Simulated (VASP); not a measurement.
# Ti in VASP: a series of runs, part 2 of 2

VASP 6.6.1.

## Step 4: Single point, PBEsol

This run uses another cell than the first one, of 16.52 Å³/atom, 1.151 times its volume.

Contents of INCAR:

```
SYSTEM = Ti
PREC = Accurate
ENCUT = 520
EDIFF = 1E-7
ISMEAR = -1
SIGMA = 0.05
LREAL = .False.
LASPH = .True.
NELM = 100
ALGO = Normal
ISIF = 2
LWAVE = .False.
LCHARG = .False.
GGA = PS
NBANDS = 12
```

Contents of KPOINTS:

```
regular mesh
0
Gamma
  11 11 11
  0 0 0
```

Contents of POSCAR:

```
Ti
1.0
   -1.6045412191      1.6045412191      1.6045412191
    1.6045412191     -1.6045412191      1.6045412191
    1.6045412191      1.6045412191     -1.6045412191
Ti
1
Direct
    0.0000000000      0.0000000000      0.0000000000
```

Potentials or basis: VASP PAW PBE potentials, release 64 (Ti_sv).

Run with:

```sh
$ cat potpaw_PBE.64/Ti_sv/POTCAR > POTCAR
$ mpirun -np 1 vasp_std > vasp.out
```

OUTCAR:

```text
SYSTEM = Ti
   PREC = Accurate
   ENCUT = 520
   EDIFF = 1E-7
   ISMEAR = -1
   LREAL = .False.
   LASPH = .True.
   NELM = 100
   ISIF = 2
   GGA = PS

 ion  position               nearest neighbor table
   1  0.000  0.000  0.000-

  LATTYP: Found a body centered cubic cell.
 ALAT       =     3.2090824382

  Lattice vectors:

 A1 = (  -1.6045412191,   1.6045412191,   1.6045412191)
 A2 = (   1.6045412191,  -1.6045412191,   1.6045412191)
 A3 = (   1.6045412191,   1.6045412191,  -1.6045412191)

Analysis of symmetry for initial positions (statically):
=====================================================================
 Subroutine PRICEL returns:
 Original cell was already a primitive cell.

 Routine SETGRP: Setting up the symmetry group for a
 body centered cubic supercell.

 Subroutine GETGRP returns: Found 48 space group operations
[... 9 lines left out ...]

 Routine SETGRP: Setting up the symmetry group for a
 body centered cubic supercell.

 Subroutine GETGRP returns: Found 48 space group operations
[... 11 lines left out ...]
                                     Primitive cell

  volume of cell :      16.5239

  direct lattice vectors                    reciprocal lattice vectors
    -1.604541219  1.604541219  1.604541219     0.000000000  0.311615553  0.311615553
     1.604541219 -1.604541219  1.604541219     0.311615553  0.000000000  0.311615553
     1.604541219  1.604541219 -1.604541219     0.311615553  0.311615553  0.000000000

  length of vectors
     2.779146914  2.779146914  2.779146914     0.440690942  0.440690942  0.440690942

  position of ions in fractional coordinates (direct lattice)
     0.000000000  0.000000000  0.000000000

  ion indices of the primitive-cell ions
   primitive index   ion index
                 1           1

----------------------------------------------------------------------------------------

 KPOINTS: regular mesh
[... 85 lines left out ...]
   IALGO  =     38    algorithm
   IMIX   =      4    mixing-type and parameters
     AMIX     =   0.40;   BMIX     =  1.00
     AMIX_MAG =   1.60;   BMIX_MAG =  1.00
  volume/ion in A,a.u.               =      16.52       111.51
  Fermi-wavevector in a.u.,A,eV,Ry     =   1.471514  2.780758 29.461419  2.165353
  Thomas-Fermi vector in A             =   2.586641
   LORBIT       =      0    0 simple, 1 ext, 2 COOP (PROOUT), +10 PAW based schemes
   GGA     = PS    functional components
   LHFCALC =     F    Hartree Fock is set to
   AEXX    =    0.0000 exact exchange contribution
   IVDW    =     0    specifies the selected vdW correction
   LEPSILON=     F    determine dielectric tensor
   LRPA    =     F    only Hartree local field effects (RPA)
 non-spin polarized calculation
  energy-cutoff  :      520.00
  volume of cell :       16.52
 maximum number of plane-waves:       458
 NGX is ok and might be reduce to    24
   NGX = 11   NGY = 11   NGZ = 11

 number of electron      12.0000001 magnetization

 Free energy of the ion-electron system (eV)
  ---------------------------------------------------
  ext. energy  EPLUGINS =         0.00000000
  ---------------------------------------------------
  free energy    TOTEN  =        -8.24440861 eV

  energy without entropy =       -8.22521082  energy(sigma->0) =       -8.23480971

 E-fermi :   8.4706     XC(G=0): -11.8706

 val. band max:        8.4511015689   @ k =   0.2727   0.0909   0.0909
 cond. band min:       8.4886989117   @ k =  -0.3636   0.3636   0.0909
 fundamental gap:      0.0375973428
 Fermi energy:         8.4706080062

 k-point     1 :       0.0000    0.0000    0.0000
  band No.  band energies     occupation
      1     -47.7096      2.00000
      2     -23.5967      2.00000
      3     -23.5967      2.00000
      4     -23.5967      2.00000
      5       2.4247      2.00000
      6       9.5154      0.00000
      7       9.5154      0.00000
      8       9.5154      0.00000
      9      11.4004      0.00000
     10      11.4004      0.00000
     11      26.2573      0.00000
     12      26.2573      0.00000
[... 331 lines left out ...]
 k-point    24 :       0.3636    0.1818    0.0909
  band No.  band energies     occupation
      1     -47.5369      2.00000
      2     -24.2531      2.00000
      3     -23.9528      2.00000
      4     -23.7249      2.00000
      5       6.9516      2.00000
      6       7.8328      1.99999
      7       8.5888      0.17190
      8      11.6056      0.00000
      9      11.8154      0.00000
     10      15.2240      0.00000
     11      17.6156      0.00000
     12      20.1384      0.00000

 [... further k-points ...]
[... 5 lines left out ...]
  --------------------------------------------------------------------------------------
  -------------------------------------------------------------------------------------
  Total       -0.0295550     -0.0295550     -0.0295550      0.0000000     -0.0000000      0.0000000
  in kB       -2.8656847     -2.8656847     -2.8656847      0.0000000     -0.0000000      0.0000000
  external PRESSURE =      -2.8656847 kB  Pullay stress =       0.0000000 kB

 VOLUME and BASIS-vectors are now :
 -----------------------------------------------------------------------------
  energy-cutoff  :      520.00
  volume of cell :       16.52
      direct lattice vectors                 reciprocal lattice vectors
    -1.604541219  1.604541219  1.604541219     0.000000000  0.311615553  0.311615553
     1.604541219 -1.604541219  1.604541219     0.311615553  0.000000000  0.311615553
     1.604541219  1.604541219 -1.604541219     0.311615553  0.311615553  0.000000000

 POSITION                                       TOTAL-FORCE (eV/Angst)
 -----------------------------------------------------------------------------------
      0.00000      0.00000      0.00000        -0.000000     -0.000000     -0.000000
 -----------------------------------------------------------------------------------
    total drift:                                0.000000      0.000000     -0.000000

  FREE ENERGIE OF THE ION-ELECTRON SYSTEM (eV)
  ---------------------------------------------------
  free  energy   TOTEN  =        -8.2444086090 eV

  energy  without entropy=       -8.2252108153  energy(sigma->0) =       -8.23480971
```

OSZICAR:

```text
N       E                     dE             d eps       ncg     rms          rms(c)
DAV:   1     0.862532363764E+02    0.86253E+02   -0.65720E+03  1344   0.121E+03
DAV:   2    -0.496492387468E+01   -0.91218E+02   -0.88618E+02  1368   0.298E+02
DAV:   3    -0.923504187828E+01   -0.42701E+01   -0.42305E+01  1872   0.649E+01
DAV:   4    -0.931880296408E+01   -0.83761E-01   -0.83680E-01  1568   0.794E+00
DAV:   5    -0.932060388965E+01   -0.18009E-02   -0.18009E-02  1556   0.102E+00    0.907E+00
DAV:   6    -0.823935624528E+01    0.10812E+01   -0.24345E+00  1452   0.225E+01    0.228E+00
DAV:   7    -0.823319124825E+01    0.61650E-02   -0.88248E-02  1604   0.316E+00    0.132E+00
DAV:   8    -0.824400341571E+01   -0.10812E-01   -0.39908E-02  1420   0.238E+00    0.130E-01
DAV:   9    -0.824437193420E+01   -0.36852E-03   -0.32886E-03  1640   0.586E-01    0.887E-02
DAV:  10    -0.824443140010E+01   -0.59466E-04   -0.30865E-04  1472   0.204E-01    0.144E-02
DAV:  11    -0.824440846867E+01    0.22931E-04   -0.21854E-05  1544   0.703E-02    0.875E-03
DAV:  12    -0.824440844401E+01    0.24664E-07   -0.15501E-06  1500   0.148E-02    0.881E-04
DAV:  13    -0.824440875667E+01   -0.31266E-06   -0.30569E-07  1632   0.401E-03    0.249E-03
DAV:  14    -0.824440863033E+01    0.12633E-06   -0.91132E-08  1044   0.370E-03    0.417E-04
DAV:  15    -0.824440860898E+01    0.21357E-07   -0.87149E-09   700   0.993E-04
   1 F= -.82444086E+01 E0= -.82348097E+01  d E =-.191978E-01
```

It took 17 s on 1 thread of Intel Xeon 8259CL, shared host; peak memory 0.14 GiB.

What came out:

| Property | Result |
| --- | --- |
| Free energy | -8.2444 eV |
| Pressure | -0.3 GPa |
| Band gap on the k mesh | zero (band 6 reaches 9.53 eV, above the bottom of band 7 at 7.84 eV) |

Caveat: the PAW data sets were made with another functional, which shifts forces and pressure a little.

## Step 5: Single point, PBEsol

This run uses another cell than the first one, of 17.68 Å³/atom, 1.231 times its volume.

Contents of INCAR:

```
SYSTEM = Ti
  ALGO = Fast
  EDIFF = 1E-6
  ENCUT = 520
  GGA = PS
  ISIF = 2
  ISMEAR = -1
  LASPH = .True.
  LCHARG = .False.
  LREAL = .False.
  LWAVE = .False.
  NBANDS = 12
  NELM = 80
  PREC = Accurate
  SIGMA = 0.05
```

Contents of KPOINTS:

```
k-points
0
Gamma
  11 11 11
  0 0 0
```

Contents of POSCAR:

```
Ti
1.0
   -1.6748386116      1.6748386116      1.5753600000
    1.6748386116     -1.6748386116      1.5753600000
    1.6748386116      1.6748386116     -1.5753600000
Ti
1
Direct
    0.0000000000      0.0000000000      0.0000000000
```

Run with:

```sh
$ cat potpaw_PBE.64/Ti_sv/POTCAR > POTCAR
$ mpirun -np 1 vasp_std > vasp.out
```

Run time: 53 s. Hardware: 1 thread of Intel Xeon 8259CL, shared host; peak memory 0.15 GiB.

The run converged. Its results:

```yaml
Free_energy: -8.2245 eV
Pressure: -6.9 GPa
Band_gap_on_the_k_mesh: zero (band 6 reaches 8.70 eV, above the bottom of band 7 at 7.24 eV)
```

Stress tensor (GPa, compression positive):
```
-6.18  0.00  0.00
 0.00 -6.18  0.00
 0.00  0.00 -8.48
```

Levels at points of the mesh, in eV from the Fermi level:
| k point | band 2 | band 3 | band 4 | band 5 | band 6 | band 7 | band 8 | band 9 | band 10 | band 11 |
| --- | --- | --- | --- | --- | --- | --- | --- | --- | --- | --- |
| (0.00, 0.00, 0.00) | -32.32 | -32.31 | -32.31 | -5.92 | 0.68 | 1.12 | 1.12 | 2.40 | 2.93 | 16.93 |

Caveat: the PAW data sets were made with another functional, which shifts forces and pressure a little.

## Step 6: Summary

| cell | gap on the mesh (eV) | pressure (GPa) |
| --- | --- | --- |
| a = 2.652 Å, angles 109.5°, 1 atom | none | 19.5 |
| a = 2.741 Å, angles 109.5°, 1 atom | none | 4.6 |
| a = 2.779 Å, angles 109.5°, 1 atom | none | -0.3 |
| a = 2.845 Å, angles 107.9, 107.9, 112.7°, 1 atom | none | -6.9 |

Alike in all rows: task single point; level PBEsol; potentials or basis VASP PAW PBE potentials, release 64 (Ti_sv); no spin polarisation; k mesh 11 × 11 × 11; cutoff (eV) 520; smearing fermi-dirac 0.05 eV.

Caveats: the PAW data sets were made with another functional, which shifts forces and pressure a little.

Absolute energies hang on the potentials; compare differences alone.
